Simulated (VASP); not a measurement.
# Co3F (Pm-3m) in VASP: a series of runs

Co3F is run at these levels: PBE; tasks: single point, relaxation of cell and atoms.

All numbers are computed with VASP 6.6.1; they aren't measurements. Logs are shortened: lines on timing, memory, paths and dates and some standing lists are left out, and cuts for length are marked.

### 1 The cell of the first run

It takes space group Pm-3m (No. 221, cubic). Conventional cell: a = 3.414 Å, b = 3.414 Å, c = 3.414 Å, α = 90.00°, β = 90.00°, γ = 90.00°. Within 3.2 Å of Co (site symmetry 4/mmm) lie 8 Co at 2.41 Å and 4 F at 2.41 Å. F (site symmetry m-3m) has 12 Co at 2.41 Å within 3.2 Å.

### 2 Single point, PBE, collinear spin, ferromagnetic start

INCAR

```
PREC = Accurate
ENCUT = 520
EDIFF = 1E-6
ISMEAR = 0
SIGMA = 0.1
LREAL = F
LASPH = T
NELM = 150
ALGO = Normal
ISIF = 2
LWAVE = F
LCHARG = T
ISPIN = 2
MAGMOM = 3 3 3 0
LORBIT = 11
LMAXMIX = 4
GGA = PE
LELF = T
LVHAR = T
NBANDS = 29
```

KPOINTS

```
regular mesh
0
Gamma
  6 6 6
```

POSCAR

```
Co3F
1.0
    3.4136635825      0.0000000000      0.0000000000
    0.0000000000      3.4136635825      0.0000000000
    0.0000000000      0.0000000000      3.4136635825
Co F
3 1
Direct
    0.0000000000      0.5000000000      0.5000000000
    0.5000000000      0.0000000000      0.5000000000
    0.5000000000      0.5000000000      0.0000000000
    0.0000000000      0.0000000000      0.0000000000
```

Potentials or basis: VASP PAW PBE potentials, release 64 (Co, F).

The run is started by

```
$ cat potpaw_PBE.64/Co/POTCAR potpaw_PBE.64/F/POTCAR > POTCAR
$ mpirun -np 1 vasp_std > vasp.out
```

OUTCAR:

```text
PREC = Accurate
   ENCUT = 520
   EDIFF = 1E-6
   ISMEAR = 0
   LREAL = F
   LASPH = T
   NELM = 150
   ISIF = 2
   ISPIN = 2
   LORBIT = 11
   GGA = PE

 ion  position               nearest neighbor table
   1  0.000  0.500  0.500-   2 2.41   3 2.41   4 2.41   3 2.41   4 2.41   2 2.41   4 2.41   4 2.41
                             2 2.41   3 2.41   3 2.41   2 2.41
   2  0.500  0.000  0.500-   1 2.41   3 2.41   4 2.41   3 2.41   4 2.41   1 2.41   3 2.41   3 2.41
                             1 2.41   4 2.41   4 2.41   1 2.41
   3  0.500  0.500  0.000-   1 2.41   2 2.41   4 2.41   1 2.41   2 2.41   2 2.41   4 2.41   2 2.41
                             1 2.41   4 2.41   1 2.41   4 2.41
   4  0.000  0.000  0.000-   1 2.41   2 2.41   3 2.41   1 2.41   2 2.41   1 2.41   3 2.41   1 2.41
                             2 2.41   3 2.41   2 2.41   3 2.41

  LATTYP: Found a simple cubic cell.
 ALAT       =     3.4136635825

  Lattice vectors:

 A1 = (   3.4136635825,   0.0000000000,   0.0000000000)
 A2 = (   0.0000000000,   3.4136635825,   0.0000000000)
 A3 = (   0.0000000000,   0.0000000000,   3.4136635825)

Analysis of symmetry for initial positions (statically):
=====================================================================
 Subroutine PRICEL returns:
 Original cell was already a primitive cell.

 Routine SETGRP: Setting up the symmetry group for a
 simple cubic supercell.

 Subroutine GETGRP returns: Found 48 space group operations
 (whereof 48 operations were pure point group operations)
 out of a pool of 48 trial point group operations.

The static configuration has the point symmetry O_h .

Analysis of symmetry for dynamics (positions and initial velocities):
=====================================================================
 Subroutine PRICEL returns:
 Original cell was already a primitive cell.

 Routine SETGRP: Setting up the symmetry group for a
 simple cubic supercell.

 Subroutine GETGRP returns: Found 48 space group operations
 (whereof 48 operations were pure point group operations)
 out of a pool of 48 trial point group operations.

The dynamic configuration has the point symmetry O_h .

Analysis of structural, dynamic, and magnetic symmetry:
=====================================================================
 Subroutine PRICEL returns:
 Original cell was already a primitive cell.

 Routine SETGRP: Setting up the symmetry group for a
 simple cubic supercell.

 Subroutine GETGRP returns: Found 48 space group operations
 (whereof 48 operations were pure point group operations)
 out of a pool of 48 trial point group operations.

The overall configuration has the point symmetry O_h .

 Subroutine INISYM returns: Found 48 space group operations
 (whereof 48 operations are pure point group operations),
 and found     1 'primitive' translations

----------------------------------------------------------------------------------------

                                     Primitive cell

  volume of cell :      39.7798

  direct lattice vectors                    reciprocal lattice vectors
     3.413663582  0.000000000  0.000000000     0.292940407  0.000000000  0.000000000
     0.000000000  3.413663582  0.000000000     0.000000000  0.292940407  0.000000000
     0.000000000  0.000000000  3.413663582     0.000000000  0.000000000  0.292940407

  length of vectors
     3.413663582  3.413663582  3.413663582     0.292940407  0.292940407  0.292940407

  position of ions in fractional coordinates (direct lattice)
     0.000000000  0.500000000  0.500000000
     0.500000000  0.000000000  0.500000000
     0.500000000  0.500000000  0.000000000
     0.000000000  0.000000000  0.000000000

  ion indices of the primitive-cell ions
   primitive index   ion index
                 1           1
                 2           2
                 3           3
                 4           4

----------------------------------------------------------------------------------------

 KPOINTS: regular mesh

Automatic generation of k-mesh.
 Grid dimensions read from file:
 generate k-points for:    6    6    6

 Generating k-lattice:

  Cartesian coordinates                     Fractional coordinates (reciprocal lattice)
     0.048823401  0.000000000  0.000000000     0.166666667  0.000000000  0.000000000
     0.000000000  0.048823401  0.000000000     0.000000000  0.166666667  0.000000000
     0.000000000  0.000000000  0.048823401     0.000000000  0.000000000  0.166666667

  Length of vectors
     0.048823401  0.048823401  0.048823401

  Shift w.r.t. Gamma in fractional coordinates (k-lattice)
     0.000000000  0.000000000  0.000000000

 Subroutine IBZKPT returns following result:
 ===========================================

 Found     20 irreducible k-points:

 Following reciprocal coordinates:
            Coordinates               Weight
  0.000000  0.000000  0.000000      1.000000
  0.166667  0.000000  0.000000      6.000000
  0.333333  0.000000  0.000000      6.000000
  0.500000  0.000000  0.000000      3.000000
  0.166667  0.166667  0.000000     12.000000
  0.333333  0.166667  0.000000     24.000000
[... 12 lines left out ...]
  0.500000  0.500000  0.333333      6.000000
  0.500000  0.500000  0.500000      1.000000
   k-points           NKPTS =     20   k-points in BZ     NKDIM =     20   number of bands    NBANDS=     29
   number of dos      NEDOS =    301   number of ions     NIONS =      4
   total plane-waves  NPLWV =  21952
   dimension x,y,z NGX =    28 NGY =   28 NGZ =   28
   dimension x,y,z NGXF=    56 NGYF=   56 NGZF=   56
   ions per type =               3   1
   NGX,Y,Z   is equivalent  to a cutoff of  13.64, 13.64, 13.64 a.u.
   NGXF,Y,Z  is equivalent  to a cutoff of  27.27, 27.27, 27.27 a.u.
 SYSTEM =  unknown system
   PREC   = accura    normal or accurate (medium, high low for compatibility)
   ISTART =      0    job   : 0-new  1-cont  2-samecut
   ICHARG =      2    charge: 1-file 2-atom 10-const
   ISPIN  =      2    spin polarized calculation?
   LNONCOLLINEAR =      F non collinear calculations
   LSORBIT =      F    spin-orbit coupling
   LASPH  =      T    aspherical Exc in radial PAW
   ENCUT  =  520.0 eV  38.22 Ry    6.18 a.u.   6.35  6.35  6.35*2*pi/ulx,y,z
   NELM   =    150;   NELMIN=  2; NELMDL= -5     # of ELM steps
   EDIFF  = 0.1E-05   stopping-criterion for ELM
   LREAL  =      F    real-space projection
   EDIFFG = 0.1E-04   stopping-criterion for IOM
   NSW    =      0    number of steps for IOM
   IBRION =     -1    ionic relax: 0-MD 1-quasi-New 2-CG
   NFREE  =      0    steps in history (QN), initial steepest desc. (CG)
   ISIF   =      2    stress and relaxation
   ISYM   =      2    0-nonsym 1-usesym 2-fastsym
   POTIM  = 0.5000    time-step for ionic-motion
   TEBEG  =    0.0;   TEEND  =   0.0 temperature during run
   PSTRESS=    0.0 pullay stress
   NELECT =      34.0000    total number of electrons
   NUPDOWN=      -1.0000    fix difference up-down
   EMIN   =  10.00;   EMAX   =-10.00  energy-range for DOS
   EFERMI =   0.00;   METHOD = LEGACY
   ISMEAR =     0;   SIGMA  =   0.10  broadening in eV -4-tet -1-fermi 0-gaus
   EFERMI_NEDOS =   21; number of points for ismear=-14 and -15
   IALGO  =     38    algorithm
   IMIX   =      4    mixing-type and parameters
     AMIX     =   0.40;   BMIX     =  1.00
     AMIX_MAG =   1.60;   BMIX_MAG =  1.00
  volume/ion in A,a.u.               =       9.94        67.11
  Fermi-wavevector in a.u.,A,eV,Ry     =   1.553628  2.935932 32.841205  2.413760
  Thomas-Fermi vector in A             =   2.657831
   LORBIT       =     11    0 simple, 1 ext, 2 COOP (PROOUT), +10 PAW based schemes
   GGA     = PE    functional components
   LHFCALC =     F    Hartree Fock is set to
   AEXX    =    0.0000 exact exchange contribution
   IVDW    =     0    specifies the selected vdW correction
   LEPSILON=     F    determine dielectric tensor
   LRPA    =     F    only Hartree local field effects (RPA)
 spin polarized calculation
 Gauss-broadening in eV      SIGMA  =   0.10
  energy-cutoff  :      520.00
  volume of cell :       39.78
 maximum number of plane-waves:      1108
 NGX is ok and might be reduce to    28
   NGX = 13   NGY = 13   NGZ = 13

 number of electron      34.0000015 magnetization       6.2496891

 Free energy of the ion-electron system (eV)
  ---------------------------------------------------
  ext. energy  EPLUGINS =         0.00000000
  ---------------------------------------------------
  free energy    TOTEN  =       -21.35879712 eV

  energy without entropy =      -21.33435562  energy(sigma->0) =      -21.34657637

 E-fermi :   9.9988     XC(G=0): -13.1061

 val. band max:        9.9916459719   @ k =   0.5000   0.3333   0.0000
 cond. band min:      10.0168573284   @ k =   0.5000   0.5000   0.3333
 fundamental gap:      0.0252113565
 Fermi energy:         9.9988267280

 spin component 1

 k-point     1 :       0.0000    0.0000    0.0000
  band No.  band energies     occupation
      1     -15.3940      1.00000
      2       2.1947      1.00000
      3       3.0699      1.00000
      4       3.0699      1.00000
      5       3.0699      1.00000
      6       5.1107      1.00000
[... 607 lines left out ...]
      6       4.8891      1.00000
[... 21 lines left out ...]
     28      32.7388      0.00000
     29      33.4575      0.00000
 Fermi energy:         9.9988267280

 spin component 2

 k-point     1 :       0.0000    0.0000    0.0000
  band No.  band energies     occupation
      1     -15.0893      1.00000
      2       2.7111      1.00000
      3       3.3591      1.00000
      4       3.3591      1.00000
      5       3.3591      1.00000
      6       6.7088      1.00000
[... 629 lines left out ...]
     28      32.7530      0.00000
     29      33.4127      0.00000

------------------------ aborting loop because EDIFF is reached ----------------------------------------

  FORCE on cell =-STRESS in cart. coord.  units (eV):
  Direction    XX          YY          ZZ          XY          YZ          ZX
  --------------------------------------------------------------------------------------
  -------------------------------------------------------------------------------------
  Total        7.6858942      7.6858942      7.6858942      0.0000000     -0.0000000     -0.0000000
  in kB      309.5585649    309.5585649    309.5585649      0.0000000     -0.0000000     -0.0000000
  external PRESSURE =     309.5585649 kB  Pullay stress =       0.0000000 kB

 VOLUME and BASIS-vectors are now :
 -----------------------------------------------------------------------------
  energy-cutoff  :      520.00
  volume of cell :       39.78
      direct lattice vectors                 reciprocal lattice vectors
     3.413663582  0.000000000  0.000000000     0.292940407  0.000000000  0.000000000
     0.000000000  3.413663582  0.000000000     0.000000000  0.292940407  0.000000000
     0.000000000  0.000000000  3.413663582     0.000000000  0.000000000  0.292940407

 POSITION                                       TOTAL-FORCE (eV/Angst)
 -----------------------------------------------------------------------------------
      0.00000      1.70683      1.70683         0.000000      0.000000      0.000000
      1.70683      0.00000      1.70683         0.000000      0.000000      0.000000
      1.70683      1.70683      0.00000         0.000000      0.000000      0.000000
      0.00000      0.00000      0.00000         0.000000      0.000000      0.000000
 -----------------------------------------------------------------------------------
    total drift:                                0.000000      0.000000      0.000000

  FREE ENERGIE OF THE ION-ELECTRON SYSTEM (eV)
  ---------------------------------------------------
  free  energy   TOTEN  =       -21.3587971229 eV

  energy  without entropy=      -21.3343556150  energy(sigma->0) =      -21.34657637

 total charge

# of ion       s       p       d       tot
------------------------------------------
    1        0.490   0.436   7.296   8.222
    2        0.490   0.436   7.296   8.222
    3        0.490   0.436   7.296   8.222
    4        1.789   4.243   0.000   6.032
--------------------------------------------------
tot          3.259   5.552  21.888  30.700

 magnetization (x)

# of ion       s       p       d       tot
------------------------------------------
    1        0.019  -0.009   1.997   2.008
    2        0.019  -0.009   1.997   2.008
    3        0.019  -0.009   1.997   2.008
    4       -0.006   0.175   0.000   0.169
--------------------------------------------------
tot          0.050   0.149   5.992   6.191
```

Wall time 51 s (1 thread of Intel Xeon Platinum 8488C (Sapphire Rapids), shared host); peak memory 0.19 GiB.

Results:

* Free energy: -21.3588 eV
* Pressure: 31.0 GPa
* Net moment: 6.25 μB per cell
* Site moments: Co +2.01; F +0.17 μB
* Valence electrons inside the program's atomic spheres: Co 8.22; F 6.03

Caveat: the cell stands under pressure. With open d or f shells a metallic result of PBE can be an artefact of self-interaction; +U or a hybrid may open a gap.

(Continued in part 2 of 2.)
